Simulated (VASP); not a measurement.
Wanted: the native input for a VASP 6.6.1 run.

* Task: single point
* Functional: PBEsol
* Potentials or basis: VASP PAW PBE potentials, release 64 (P)
* Cutoff: 520 eV
* k mesh: 16 × 16 × 4
* Occupations: fermi-dirac, width 0.1 eV
* Spin: no spin polarisation
* Dipole correction: no
* Further INCAR settings: ALGO = Normal; EDIFF = 1e-07; NBANDS = 18

The structure of P lies in POSCAR:

```
P
1.0
    2.6738900496      0.0000000000      0.0000000000
   -1.3369450248      2.3156567099      0.0000000000
    0.0000000000      0.0000000000      9.8296402239
P
4
Direct
    0.0000000000      1.0000000000      0.0000000000
    0.0000000000      0.0000000000      0.5000000000
    0.3333333333      0.6666666667      0.2500000000
    0.6666666667      0.3333333333      0.7500000000
```

This cell differs from its parent crystal: volume scaled by 1.08.

One way to write it, as run:

INCAR

```
SYSTEM = P
ALGO = Normal
EDIFF = 1E-7
ENCUT = 520
GGA = PS
ISIF = 2
ISMEAR = -1
LASPH = .True.
LCHARG = .False.
LREAL = .False.
LWAVE = .False.
NBANDS = 18
NELM = 80
PREC = Accurate
SIGMA = 0.1
```

KPOINTS

```
k-points
0
Gamma
  16 16 4
  0 0 0
```

Potentials or basis: VASP PAW PBE potentials, release 64 (P).

The run is started by

```bash
$ cat potpaw_PBE.64/P/POTCAR > POTCAR
$ mpirun -np 1 vasp_std > vasp.out
```

Results of the run:

The pressure is -6.9 GPa and the band gap on the k mesh is zero (band 10 reaches 15.31 eV, above the bottom of band 11 at 5.77 eV).

Caveat: the PAW data sets were made with another functional, which shifts forces and pressure a little.

It took 64 s on 1 thread of Intel(R) Xeon(R) Platinum 8488C (Sapphire Rapids), with other jobs on the host, peak memory 0.2 GiB.
